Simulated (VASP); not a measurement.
# Bi (Im-3m) in VASP: further runs

The runs below take Bi through single point, with PBE.

Everything below comes from runs of VASP 6.6.1. Logs are shortened: lines on timing, memory, paths and dates and some standing lists are left out, and cuts for length are marked.

## 1. The cell of the first run

It takes space group Im-3m (No. 229, cubic). The conventional cell has a = 3.963 Å, b = 3.963 Å, c = 3.963 Å, α = 90.00°, β = 90.00°, γ = 90.00°. Bi (site symmetry m-3m) has 14 Bi at 3.43 to 3.96 Å within 4.5 Å.

## 2. Single point, PBE

INCAR reads:

```
  PREC = Accurate
  ENCUT = 520
  EDIFF = 1E-6
  ISMEAR = 0
  SIGMA = 0.017
  LREAL = False
  LASPH = True
  NELM = 60
  ALGO = Normal
  ISIF = 2
  LWAVE = False
  LCHARG = False
  GGA = PE
  NBANDS = 14
```

KPOINTS reads:

```
regular mesh
0
Gamma
  9 9 9
```

POSCAR reads:

```
Bi
1.0
   -1.9814305318      1.9814305318      1.9814305318
    1.9814305318     -1.9814305318      1.9814305318
    1.9814305318      1.9814305318     -1.9814305318
Bi
1
Direct
    0.0000000000      0.0000000000      0.0000000000
```

Potentials or basis: VASP PAW PBE potentials, release 64 (Bi_d).

Run with:

```bash
$ cat potpaw_PBE.64/Bi_d/POTCAR > POTCAR
$ mpirun -np 1 vasp_std > vasp.out
```

OUTCAR:

```text
PREC = Accurate
   ENCUT = 520
   EDIFF = 1E-6
   ISMEAR = 0
   LREAL = False
   LASPH = True
   NELM = 60
   ISIF = 2
   GGA = PE

 ion  position               nearest neighbor table
   1  0.000  0.000  0.000-

  LATTYP: Found a body centered cubic cell.
 ALAT       =     3.9628610636

  Lattice vectors:

 A1 = (  -1.9814305318,   1.9814305318,   1.9814305318)
 A2 = (   1.9814305318,  -1.9814305318,   1.9814305318)
 A3 = (   1.9814305318,   1.9814305318,  -1.9814305318)

Analysis of symmetry for initial positions (statically):
=====================================================================
 Subroutine PRICEL returns:
 Original cell was already a primitive cell.

 Routine SETGRP: Setting up the symmetry group for a
 body centered cubic supercell.

 Subroutine GETGRP returns: Found 48 space group operations
[... 9 lines left out ...]

 Routine SETGRP: Setting up the symmetry group for a
 body centered cubic supercell.

 Subroutine GETGRP returns: Found 48 space group operations
[... 11 lines left out ...]
                                     Primitive cell

  volume of cell :      31.1169

  direct lattice vectors                    reciprocal lattice vectors
    -1.981430532  1.981430532  1.981430532     0.000000000  0.252342937  0.252342937
     1.981430532 -1.981430532  1.981430532     0.252342937  0.000000000  0.252342937
     1.981430532  1.981430532 -1.981430532     0.252342937  0.252342937  0.000000000

  length of vectors
     3.431938353  3.431938353  3.431938353     0.356866804  0.356866804  0.356866804

  position of ions in fractional coordinates (direct lattice)
     0.000000000  0.000000000  0.000000000

  ion indices of the primitive-cell ions
   primitive index   ion index
                 1           1

----------------------------------------------------------------------------------------

 KPOINTS: regular mesh

Automatic generation of k-mesh.
 Grid dimensions read from file:
 generate k-points for:    9    9    9

 Generating k-lattice:

  Cartesian coordinates                     Fractional coordinates (reciprocal lattice)
     0.000000000  0.028038104  0.028038104     0.111111111  0.000000000  0.000000000
     0.028038104  0.000000000  0.028038104     0.000000000  0.111111111  0.000000000
     0.028038104  0.028038104  0.000000000     0.000000000  0.000000000  0.111111111

  Length of vectors
     0.039651867  0.039651867  0.039651867

  Shift w.r.t. Gamma in fractional coordinates (k-lattice)
     0.000000000  0.000000000  0.000000000

 Subroutine IBZKPT returns following result:
 ===========================================

 Found     35 irreducible k-points:

 Following reciprocal coordinates:
            Coordinates               Weight
  0.000000  0.000000  0.000000      1.000000
  0.111111  0.000000  0.000000     12.000000
  0.222222  0.000000  0.000000     12.000000
  0.333333  0.000000  0.000000     12.000000
  0.444444  0.000000  0.000000     12.000000
  0.111111  0.111111  0.000000     24.000000
[... 16 lines left out ...]
 -0.333333  0.444444  0.111111     48.000000
 -0.444444 -0.444444  0.111111     24.000000
 [... further k-points ...]
   k-points           NKPTS =     35   k-points in BZ     NKDIM =     35   number of bands    NBANDS=     14
   number of dos      NEDOS =    301   number of ions     NIONS =      1
   total plane-waves  NPLWV =  21952
   dimension x,y,z NGX =    28 NGY =   28 NGZ =   28
   dimension x,y,z NGXF=    56 NGYF=   56 NGZF=   56
   ions per type =               1
   NGX,Y,Z   is equivalent  to a cutoff of  13.56, 13.56, 13.56 a.u.
   NGXF,Y,Z  is equivalent  to a cutoff of  27.13, 27.13, 27.13 a.u.
 SYSTEM =  unknown system
   PREC   = accura    normal or accurate (medium, high low for compatibility)
   ISTART =      0    job   : 0-new  1-cont  2-samecut
   ICHARG =      2    charge: 1-file 2-atom 10-const
   ISPIN  =      1    spin polarized calculation?
   LNONCOLLINEAR =      F non collinear calculations
   LSORBIT =      F    spin-orbit coupling
   LASPH  =      T    aspherical Exc in radial PAW
   ENCUT  =  520.0 eV  38.22 Ry    6.18 a.u.   6.38  6.38  6.38*2*pi/ulx,y,z
   NELM   =     60;   NELMIN=  2; NELMDL= -5     # of ELM steps
   EDIFF  = 0.1E-05   stopping-criterion for ELM
   LREAL  =      F    real-space projection
   EDIFFG = 0.1E-04   stopping-criterion for IOM
   NSW    =      0    number of steps for IOM
   IBRION =     -1    ionic relax: 0-MD 1-quasi-New 2-CG
[... 8 lines left out ...]
   EMIN   =  10.00;   EMAX   =-10.00  energy-range for DOS
   EFERMI =   0.00;   METHOD = LEGACY
   ISMEAR =     0;   SIGMA  =   0.02  broadening in eV -4-tet -1-fermi 0-gaus
   EFERMI_NEDOS =   21; number of points for ismear=-14 and -15
   IALGO  =     38    algorithm
   IMIX   =      4    mixing-type and parameters
     AMIX     =   0.40;   BMIX     =  1.00
     AMIX_MAG =   1.60;   BMIX_MAG =  1.00
  volume/ion in A,a.u.               =      31.12       209.99
  Fermi-wavevector in a.u.,A,eV,Ry     =   1.283630  2.425708 22.418388  1.647705
  Thomas-Fermi vector in A             =   2.415871
   LORBIT       =      0    0 simple, 1 ext, 2 COOP (PROOUT), +10 PAW based schemes
   GGA     = PE    functional components
   LHFCALC =     F    Hartree Fock is set to
   AEXX    =    0.0000 exact exchange contribution
   IVDW    =     0    specifies the selected vdW correction
   LEPSILON=     F    determine dielectric tensor
   LRPA    =     F    only Hartree local field effects (RPA)
 non-spin polarized calculation
 Gauss-broadening in eV      SIGMA  =   0.02
  energy-cutoff  :      520.00
  volume of cell :       31.12
 maximum number of plane-waves:       887
 NGX is ok and might be reduce to    28
   NGX = 13   NGY = 13   NGZ = 13

 number of electron      14.9999994 magnetization

 Free energy of the ion-electron system (eV)
  ---------------------------------------------------
  ext. energy  EPLUGINS =         0.00000000
  ---------------------------------------------------
  free energy    TOTEN  =        -3.76700951 eV

  energy without entropy =       -3.76670818  energy(sigma->0) =       -3.76685884

 E-fermi :   7.9353     XC(G=0): -10.2914

 val. band max:        7.9101466913   @ k =   0.2222   0.0000   0.0000
 cond. band min:       7.9408675452   @ k =  -0.2222   0.2222   0.1111
 fundamental gap:      0.0307208539
 Fermi energy:         7.9352991667

 k-point     1 :       0.0000    0.0000    0.0000
  band No.  band energies     occupation
      1     -15.1153      2.00000
      2     -15.1153      2.00000
      3     -15.1153      2.00000
      4     -14.9874      2.00000
      5     -14.9874      2.00000
      6      -5.5996      2.00000
      7      13.0412      0.00000
      8      13.0412      0.00000
      9      13.0412      0.00000
     10      17.0519      0.00000
     11      18.3960      0.00000
     12      18.3960      0.00000
     13      18.3960      0.00000
     14      19.5992      0.00000

 k-point     2 :       0.1111    0.0000    0.0000
  band No.  band energies     occupation
      1     -15.1199      2.00000
      2     -15.1074      2.00000
      3     -15.0911      2.00000
      4     -14.9927      2.00000
      5     -14.9882      2.00000
      6      -5.3750      2.00000
      7      11.0301      0.00000
      8      12.3996      0.00000
      9      12.8396      0.00000
     10      16.7261      0.00000
     11      17.4814      0.00000
     12      18.1413      0.00000
     13      18.6134      0.00000
     14      20.5297      0.00000

 k-point     3 :       0.2222    0.0000    0.0000
  band No.  band energies     occupation
      1     -15.1316      2.00000
      2     -15.0917      2.00000
      3     -15.0292      2.00000
      4     -15.0026      2.00000
      5     -14.9905      2.00000
      6      -4.7178      2.00000
      7       7.9101      1.96360
      8      11.1849      0.00000
      9      12.3209      0.00000
     10      15.2795      0.00000
     11      16.5041      0.00000
     12      18.3026      0.00000
     13      19.8217      0.00000
     14      22.5817      0.00000

 k-point     4 :       0.3333    0.0000    0.0000
  band No.  band energies     occupation
      1     -15.1450      2.00000
      2     -15.0861      2.00000
      3     -15.0029      2.00000
      4     -14.9930      2.00000
      5     -14.9576      2.00000
      6      -3.7157      2.00000
      7       5.0820      2.00000
      8      10.1436      0.00000
      9      11.7621      0.00000
     10      14.3735      0.00000
     11      15.8489      0.00000
     12      19.1265      0.00000
     13      20.6300      0.00000
     14      24.8971      0.00000

 k-point     5 :       0.4444    0.0000    0.0000
  band No.  band energies     occupation
      1     -15.1536      2.00000
      2     -15.0908      2.00000
      3     -14.9954      2.00000
      4     -14.9946      2.00000
      5     -14.9103      2.00000
      6      -2.7311      2.00000
      7       3.1491      2.00000
      8       9.5701      0.00000
      9      11.4238      0.00000
     10      13.9414      0.00000
     11      15.5238      0.00000
[... 276 lines left out ...]
 k-point    22 :      -0.4444    0.4444    0.1111
  band No.  band energies     occupation
      1     -15.1273      2.00000
      2     -15.0824      2.00000
      3     -15.0105      2.00000
      4     -14.9988      2.00000
      5     -14.9127      2.00000
      6      -2.5495      2.00000
      7       3.3925      2.00000
      8       8.9392      0.00000
      9      10.3080      0.00000
     10      15.2619      0.00000
     11      16.5048      0.00000
     12      17.7992      0.00000
     13      19.7898      0.00000
     14      26.0268      0.00000

 k-point    23 :      -0.3333    0.4444    0.1111
  band No.  band energies     occupation
      1     -15.1022      2.00000
      2     -15.0673      2.00000
      3     -15.0216      2.00000
      4     -15.0029      2.00000
      5     -14.9361      2.00000
      6      -2.6845      2.00000
      7       4.4543      2.00000
      8       7.4444      2.00000
      9      10.6317      0.00000
     10      15.1903      0.00000
     11      16.1412      0.00000
     12      19.2692      0.00000
     13      19.5550      0.00000
     14      23.2110      0.00000

 k-point    24 :      -0.4444   -0.4444    0.1111
  band No.  band energies     occupation
      1     -15.1047      2.00000
      2     -15.0710      2.00000
      3     -15.0280      2.00000
      4     -14.9914      2.00000
      5     -14.9169      2.00000
      6      -2.1288      2.00000
      7       3.5506      2.00000
      8       7.0743      2.00000
      9      10.5585      0.00000
     10      15.3114      0.00000
     11      16.7700      0.00000
     12      17.8311      0.00000
     13      19.3042      0.00000
     14      25.6237      0.00000

 [... further k-points ...]
[... 5 lines left out ...]
  --------------------------------------------------------------------------------------
  -------------------------------------------------------------------------------------
  Total        0.1508965      0.1508965      0.1508965     -0.0000000      0.0000000     -0.0000000
  in kB        7.7695030      7.7695030      7.7695030     -0.0000000      0.0000000     -0.0000000
  external PRESSURE =       7.7695030 kB  Pullay stress =       0.0000000 kB

 VOLUME and BASIS-vectors are now :
 -----------------------------------------------------------------------------
  energy-cutoff  :      520.00
  volume of cell :       31.12
      direct lattice vectors                 reciprocal lattice vectors
    -1.981430532  1.981430532  1.981430532     0.000000000  0.252342937  0.252342937
     1.981430532 -1.981430532  1.981430532     0.252342937  0.000000000  0.252342937
     1.981430532  1.981430532 -1.981430532     0.252342937  0.252342937  0.000000000

 POSITION                                       TOTAL-FORCE (eV/Angst)
 -----------------------------------------------------------------------------------
      0.00000      0.00000      0.00000         0.000000      0.000000      0.000000
 -----------------------------------------------------------------------------------
    total drift:                               -0.000000     -0.000000     -0.000000

  FREE ENERGIE OF THE ION-ELECTRON SYSTEM (eV)
  ---------------------------------------------------
  free  energy   TOTEN  =        -3.7670095053 eV

  energy  without entropy=       -3.7667081832  energy(sigma->0) =       -3.76685884
```

Run time: 18 s. Hardware: 1 thread of Intel Xeon 8259CL, shared host; peak memory 0.16 GiB.

Results:

| Quantity | Value |
| --- | --- |
| Free energy | -3.7670 eV |
| Pressure | 0.8 GPa |

Levels at points of the mesh, in eV from the Fermi level:
| k point | band 3 | band 4 | band 5 | band 6 | band 7 | band 8 | band 9 | band 10 | band 11 | band 12 |
| --- | --- | --- | --- | --- | --- | --- | --- | --- | --- | --- |
| (0.00, 0.00, 0.00) | -23.05 | -22.92 | -22.92 | -13.53 | 5.11 | 5.11 | 5.11 | 9.12 | 10.46 | 10.46 |

Caveat: spin-orbit coupling is left out, which moves the levels of the heavy elements.

## 3. Single point, PBE

INCAR reads:

```
  PREC = Accurate
  ENCUT = 520
  EDIFF = 1E-6
  ISMEAR = 0
  SIGMA = 0.015
  LREAL = F
  LASPH = T
  NELM = 100
  ALGO = Normal
  ISIF = 2
  LWAVE = F
  LCHARG = T
  GGA = PE
  LELF = T
  LVHAR = T
  NBANDS = 14
```

KPOINTS is that of step 2.

POSCAR is that of step 2.

Potentials or basis: VASP PAW PBE potentials, release 64 (Bi_d).

Run with:

```bash
$ cat potpaw_PBE.64/Bi_d/POTCAR > POTCAR
$ mpirun -np 1 vasp_std > vasp.out
```

Run time: 23 s. Hardware: 1 thread of Intel Xeon 8259CL, shared host; peak memory 0.16 GiB.

The run converged. Its results:

```yaml
Free_energy: -3.7670 eV
Pressure: 0.8 GPa
```

Levels at points of the mesh, in eV from the Fermi level:
| k point | band 4 | band 5 | band 6 | band 7 | band 8 | band 9 | band 10 | band 11 |
| --- | --- | --- | --- | --- | --- | --- | --- | --- |
| (0.00, 0.00, 0.00) | -22.92 | -22.92 | -13.54 | 5.11 | 5.11 | 5.11 | 9.12 | 10.46 |

Caveat: spin-orbit coupling is left out, which moves the levels of the heavy elements.
